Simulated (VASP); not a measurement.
# BiTe (R-3m) in VASP: single point with BLYP

Aim: the single point of BiTe with BLYP.

Program: VASP 6.6.1. These are calculated values, not measurements. Logs are shortened: lines on timing, memory, paths and dates and some standing lists are left out, and cuts for length are marked.

## (1) The cell of the first run

Symmetry: R-3m, No. 166, trigonal system. The conventional cell has a = 4.767 Å, b = 4.767 Å, c = 11.347 Å, α = 90.00°, β = 90.00°, γ = 120.00°. Within 4.4 Å of Bi (site symmetry -3m) lie 6 Te at 3.34 Å. Te (site symmetry -3m) has 6 Bi at 3.34 Å within 4.4 Å.

## (2) Single point, BLYP

INCAR

```
  PREC = Accurate
  ENCUT = 520
  EDIFF = 1E-6
  ISMEAR = -1
  SIGMA = 0.05
  LREAL = F
  LASPH = T
  NELM = 60
  ALGO = Normal
  ISIF = 2
  LWAVE = F
  LCHARG = F
  GGA = B5
  ALDAX = 1.0
  AGGAX = 1.0
  AGGAC = 1.0
  ALDAC = 0.0
  NBANDS = 18
```

KPOINTS

```
Automatic mesh
0
Gamma
  7 7 7
```

POSCAR

```
BiTe
1.0
    2.3834893222      1.3761082018      3.7824341626
   -2.3834893222      1.3761082018      3.7824341626
    0.0000000000     -2.7522164035      3.7824341626
Bi Te
1 1
Direct
    0.5000000000      0.5000000000      0.5000000000
    0.0000000000      0.0000000000      0.0000000000
```

Potentials or basis: VASP PAW PBE potentials, release 64 (Bi_d, Te).

Command:

```sh
$ cat potpaw_PBE.64/Bi_d/POTCAR potpaw_PBE.64/Te/POTCAR > POTCAR
$ mpirun -np 1 vasp_std > vasp.out
```

OUTCAR:

```text
PREC = Accurate
   ENCUT = 520
   EDIFF = 1E-6
   ISMEAR = -1
   LREAL = F
   LASPH = T
   NELM = 60
   ISIF = 2
   GGA = B5

 ion  position               nearest neighbor table
   1  0.500  0.500  0.500-   2 3.34   2 3.34   2 3.34   2 3.34   2 3.34   2 3.34
   2  0.000  0.000  0.000-   1 3.34   1 3.34   1 3.34   1 3.34   1 3.34   1 3.34

  LATTYP: Found a trigonal (rhomboedric) cell.
 ALAT       =     4.6777669167
 COS(alpha) =     0.4807467052

  Lattice vectors:

 A1 = (   2.3834893222,   1.3761082018,   3.7824341626)
 A2 = (  -2.3834893222,   1.3761082018,   3.7824341626)
 A3 = (   0.0000000000,  -2.7522164035,   3.7824341626)

Analysis of symmetry for initial positions (statically):
=====================================================================
 Subroutine PRICEL returns:
 Original cell was already a primitive cell.

 Routine SETGRP: Setting up the symmetry group for a
 trigonal (rhombohedral) supercell.

 Subroutine GETGRP returns: Found 12 space group operations
 (whereof 12 operations were pure point group operations)
 out of a pool of 12 trial point group operations.

The static configuration has the point symmetry D_3d.

Analysis of symmetry for dynamics (positions and initial velocities):
=====================================================================
 Subroutine PRICEL returns:
 Original cell was already a primitive cell.

 Routine SETGRP: Setting up the symmetry group for a
 trigonal (rhombohedral) supercell.

 Subroutine GETGRP returns: Found 12 space group operations
 (whereof 12 operations were pure point group operations)
 out of a pool of 12 trial point group operations.

The dynamic configuration has the point symmetry D_3d.

 Subroutine INISYM returns: Found 12 space group operations
 (whereof 12 operations are pure point group operations),
 and found     1 'primitive' translations

----------------------------------------------------------------------------------------

                                     Primitive cell

  volume of cell :      74.4369

  direct lattice vectors                    reciprocal lattice vectors
     2.383489322  1.376108202  3.782434163     0.209776480  0.121114507  0.088126672
    -2.383489322  1.376108202  3.782434163    -0.209776480  0.121114507  0.088126672
     0.000000000 -2.752216403  3.782434163     0.000000000 -0.242229014  0.088126672

  length of vectors
     4.677766917  4.677766917  4.677766917     0.257761917  0.257761917  0.257761917

  position of ions in fractional coordinates (direct lattice)
     0.500000000  0.500000000  0.500000000
     0.000000000  0.000000000  0.000000000

  ion indices of the primitive-cell ions
   primitive index   ion index
                 1           1
                 2           2

----------------------------------------------------------------------------------------

 KPOINTS: Automatic mesh

Automatic generation of k-mesh.
 Grid dimensions read from file:
 generate k-points for:    7    7    7

 Generating k-lattice:

  Cartesian coordinates                     Fractional coordinates (reciprocal lattice)
     0.029968069  0.017302072  0.012589525     0.142857143 -0.000000000  0.000000000
    -0.029968069  0.017302072  0.012589525    -0.000000000  0.142857143  0.000000000
     0.000000000 -0.034604145  0.012589525     0.000000000  0.000000000  0.142857143

  Length of vectors
     0.036823131  0.036823131  0.036823131

  Shift w.r.t. Gamma in fractional coordinates (k-lattice)
     0.000000000  0.000000000  0.000000000

 Subroutine IBZKPT returns following result:
 ===========================================

 Found     44 irreducible k-points:

 Following reciprocal coordinates:
            Coordinates               Weight
  0.000000  0.000000  0.000000      1.000000
  0.142857  0.000000  0.000000      6.000000
  0.285714  0.000000 -0.000000      6.000000
  0.428571  0.000000  0.000000      6.000000
  0.142857  0.142857  0.000000      6.000000
  0.285714  0.142857  0.000000     12.000000
[... 16 lines left out ...]
  0.285714  0.285714  0.142857      6.000000
  0.428571  0.285714  0.142857     12.000000
 [... further k-points ...]
   k-points           NKPTS =     44   k-points in BZ     NKDIM =     44   number of bands    NBANDS=     18
   number of dos      NEDOS =    301   number of ions     NIONS =      2
   total plane-waves  NPLWV =  46656
   dimension x,y,z NGX =    36 NGY =   36 NGZ =   36
   dimension x,y,z NGXF=    72 NGYF=   72 NGZF=   72
   ions per type =               1   1
   NGX,Y,Z   is equivalent  to a cutoff of  12.79, 12.79, 12.79 a.u.
   NGXF,Y,Z  is equivalent  to a cutoff of  25.59, 25.59, 25.59 a.u.
 SYSTEM =  unknown system
   PREC   = accura    normal or accurate (medium, high low for compatibility)
   ISTART =      0    job   : 0-new  1-cont  2-samecut
   ICHARG =      2    charge: 1-file 2-atom 10-const
   ISPIN  =      1    spin polarized calculation?
   LNONCOLLINEAR =      F non collinear calculations
   LSORBIT =      F    spin-orbit coupling
   LASPH  =      T    aspherical Exc in radial PAW
   ENCUT  =  520.0 eV  38.22 Ry    6.18 a.u.   8.70  8.70  8.70*2*pi/ulx,y,z
   NELM   =     60;   NELMIN=  2; NELMDL= -5     # of ELM steps
   EDIFF  = 0.1E-05   stopping-criterion for ELM
   LREAL  =      F    real-space projection
[... 7 lines left out ...]
   TEBEG  =    0.0;   TEEND  =   0.0 temperature during run
   PSTRESS=    0.0 pullay stress
   NELECT =      21.0000    total number of electrons
   NUPDOWN=      -1.0000    fix difference up-down
   EMIN   =  10.00;   EMAX   =-10.00  energy-range for DOS
   EFERMI =   0.00;   METHOD = LEGACY
   ISMEAR =    -1;   SIGMA  =   0.05  broadening in eV -4-tet -1-fermi 0-gaus
   EFERMI_NEDOS =   21; number of points for ismear=-14 and -15
   IALGO  =     38    algorithm
   IMIX   =      4    mixing-type and parameters
     AMIX     =   0.40;   BMIX     =  1.00
     AMIX_MAG =   1.60;   BMIX_MAG =  1.00
  volume/ion in A,a.u.               =      37.22       251.16
  Fermi-wavevector in a.u.,A,eV,Ry     =   1.073705  2.029009 15.685384  1.152843
  Thomas-Fermi vector in A             =   2.209512
   LORBIT       =      0    0 simple, 1 ext, 2 COOP (PROOUT), +10 PAW based schemes
   GGA     = B5    functional components
   LHFCALC =     F    Hartree Fock is set to
   AEXX    =    0.0000 exact exchange contribution
   IVDW    =     0    specifies the selected vdW correction
   LEPSILON=     F    determine dielectric tensor
   LRPA    =     F    only Hartree local field effects (RPA)
 non-spin polarized calculation
  energy-cutoff  :      520.00
  volume of cell :       74.44
 maximum number of plane-waves:      2025
   NGX = 17   NGY = 17   NGZ = 17

 number of electron      21.0000003 magnetization

 Free energy of the ion-electron system (eV)
  ---------------------------------------------------
  ext. energy  EPLUGINS =         0.00000000
  ---------------------------------------------------
  free energy    TOTEN  =        -5.90467670 eV

  energy without entropy =       -5.88702897  energy(sigma->0) =       -5.89585283

 E-fermi :   6.0052     XC(G=0):  -8.3999

 val. band max:        5.9977620123   @ k =  -0.4286   0.1429   0.0000
 cond. band min:       6.0363171304   @ k =  -0.2857   0.4286   0.2857
 fundamental gap:      0.0385551181
 Fermi energy:         6.0051538343

 k-point     1 :       0.0000    0.0000    0.0000
  band No.  band energies     occupation
      1     -17.0469      2.00000
      2     -17.0469      2.00000
      3     -17.0432      2.00000
      4     -17.0432      2.00000
      5     -17.0394      2.00000
      6      -6.9236      2.00000
[... 10 lines left out ...]
     17      12.0846      0.00000
     18      12.7577      0.00000

 k-point     2 :       0.1429    0.0000    0.0000
  band No.  band energies     occupation
      1     -17.0472      2.00000
      2     -17.0467      2.00000
      3     -17.0433      2.00000
      4     -17.0428      2.00000
      5     -17.0388      2.00000
      6      -6.7672      2.00000
[... 10 lines left out ...]
     17      13.0574      0.00000
     18      13.5761      0.00000

 k-point     3 :       0.2857    0.0000   -0.0000
  band No.  band energies     occupation
      1     -17.0480      2.00000
      2     -17.0470      2.00000
      3     -17.0425      2.00000
      4     -17.0421      2.00000
      5     -17.0371      2.00000
      6      -6.3087      2.00000
[... 10 lines left out ...]
     17      14.8289      0.00000
     18      15.4360      0.00000

 k-point     4 :       0.4286    0.0000    0.0000
  band No.  band energies     occupation
      1     -17.0487      2.00000
      2     -17.0478      2.00000
      3     -17.0417      2.00000
      4     -17.0414      2.00000
      5     -17.0356      2.00000
      6      -5.5879      2.00000
[... 10 lines left out ...]
     17      14.4353      0.00000
     18      15.6367      0.00000

 k-point     5 :       0.1429    0.1429    0.0000
  band No.  band energies     occupation
      1     -17.0480      2.00000
      2     -17.0463      2.00000
      3     -17.0434      2.00000
      4     -17.0420      2.00000
      5     -17.0386      2.00000
      6      -6.7166      2.00000
[... 10 lines left out ...]
     17      12.5239      0.00000
     18      12.9607      0.00000

 k-point     6 :       0.2857    0.1429    0.0000
  band No.  band energies     occupation
      1     -17.0490      2.00000
      2     -17.0462      2.00000
      3     -17.0433      2.00000
      4     -17.0410      2.00000
      5     -17.0372      2.00000
      6      -6.3687      2.00000
[... 10 lines left out ...]
     17      13.6255      0.00000
     18      13.9846      0.00000

 k-point     7 :       0.4286    0.1429    0.0000
  band No.  band energies     occupation
      1     -17.0494      2.00000
      2     -17.0471      2.00000
      3     -17.0425      2.00000
      4     -17.0405      2.00000
      5     -17.0357      2.00000
      6      -5.7585      2.00000
[... 10 lines left out ...]
     17      14.5526      0.00000
     18      15.5400      0.00000

 k-point     8 :      -0.4286    0.1429    0.0000
  band No.  band energies     occupation
      1     -17.0488      2.00000
      2     -17.0479      2.00000
      3     -17.0416      2.00000
      4     -17.0409      2.00000
      5     -17.0355      2.00000
      6      -5.2398      2.00000
[... 10 lines left out ...]
     17      15.2014      0.00000
     18      16.0752      0.00000
[... 229 lines left out ...]
     17      14.4714      0.00000
     18      15.2191      0.00000

 k-point    20 :      -0.4286    0.1429    0.1429
  band No.  band energies     occupation
      1     -17.0496      2.00000
      2     -17.0474      2.00000
      3     -17.0410      2.00000
      4     -17.0407      2.00000
      5     -17.0359      2.00000
      6      -5.2311      2.00000
[... 10 lines left out ...]
     17      15.1674      0.00000
     18      16.1353      0.00000

 k-point    21 :      -0.2857    0.1429    0.1429
  band No.  band energies     occupation
      1     -17.0498      2.00000
      2     -17.0463      2.00000
      3     -17.0420      2.00000
      4     -17.0408      2.00000
      5     -17.0364      2.00000
      6      -5.7647      2.00000
[... 10 lines left out ...]
     17      14.3224      0.00000
     18      15.3621      0.00000

 k-point    22 :      -0.1429    0.1429    0.1429
  band No.  band energies     occupation
      1     -17.0490      2.00000
      2     -17.0454      2.00000
      3     -17.0432      2.00000
      4     -17.0417      2.00000
      5     -17.0375      2.00000
      6      -6.3734      2.00000
[... 10 lines left out ...]
     17      13.5947      0.00000
     18      13.9573      0.00000

 k-point    23 :       0.2857    0.2857    0.1429
  band No.  band energies     occupation
      1     -17.0496      2.00000
      2     -17.0471      2.00000
      3     -17.0424      2.00000
      4     -17.0395      2.00000
      5     -17.0379      2.00000
      6      -6.3586      2.00000
[... 10 lines left out ...]
     17      13.7474      0.00000
     18      14.0813      0.00000

 k-point    24 :       0.4286    0.2857    0.1429
  band No.  band energies     occupation
      1     -17.0505      2.00000
      2     -17.0469      2.00000
      3     -17.0425      2.00000
      4     -17.0388      2.00000
      5     -17.0365      2.00000
      6      -5.9498      2.00000
[... 10 lines left out ...]
     17      14.7073      0.00000
     18      14.9997      0.00000

 [... further k-points ...]

------------------------ aborting loop because EDIFF is reached ----------------------------------------

  FORCE on cell =-STRESS in cart. coord.  units (eV):
  Direction    XX          YY          ZZ          XY          YZ          ZX
  --------------------------------------------------------------------------------------
  -------------------------------------------------------------------------------------
  Total        0.0445811      0.0445811      0.0410239      0.0000000      0.0000000     -0.0000000
  in kB        0.9595624      0.9595624      0.8829971      0.0000000      0.0000000     -0.0000000
  external PRESSURE =       0.9340406 kB  Pullay stress =       0.0000000 kB

 VOLUME and BASIS-vectors are now :
 -----------------------------------------------------------------------------
  energy-cutoff  :      520.00
  volume of cell :       74.44
      direct lattice vectors                 reciprocal lattice vectors
     2.383489322  1.376108202  3.782434163     0.209776480  0.121114507  0.088126672
    -2.383489322  1.376108202  3.782434163    -0.209776480  0.121114507  0.088126672
     0.000000000 -2.752216403  3.782434163     0.000000000 -0.242229014  0.088126672

 POSITION                                       TOTAL-FORCE (eV/Angst)
 -----------------------------------------------------------------------------------
      0.00000      0.00000      5.67365        -0.000000     -0.000000      0.000000
      0.00000      0.00000      0.00000         0.000000      0.000000     -0.000000
 -----------------------------------------------------------------------------------
    total drift:                               -0.000000     -0.000000      0.000000

  FREE ENERGIE OF THE ION-ELECTRON SYSTEM (eV)
  ---------------------------------------------------
  free  energy   TOTEN  =        -5.9046766983 eV

  energy  without entropy=       -5.8870289712  energy(sigma->0) =       -5.89585283
```

It took 95 s on 1 thread of Intel Xeon 8259CL, shared host; peak memory 0.24 GiB.

What came out:

```yaml
Free_energy: -5.9047 eV
Pressure: 0.1 GPa
Band_gap_on_the_k_mesh: zero (an odd number of electrons rules out a gap without spin polarisation)
```

Levels at points of the mesh, in eV from the Fermi level:
| k point | band 7 | band 8 | band 9 | band 10 | band 11 | band 12 | band 13 | band 14 |
| --- | --- | --- | --- | --- | --- | --- | --- | --- |
| (0.00, 0.00, 0.00) | -8.54 | -2.39 | -2.39 | -2.17 | 1.82 | 1.92 | 1.92 | 4.93 |

Caveat: the PAW data sets were made with another functional, which shifts forces and pressure a little; spin-orbit coupling is left out, which moves the levels of the heavy elements.
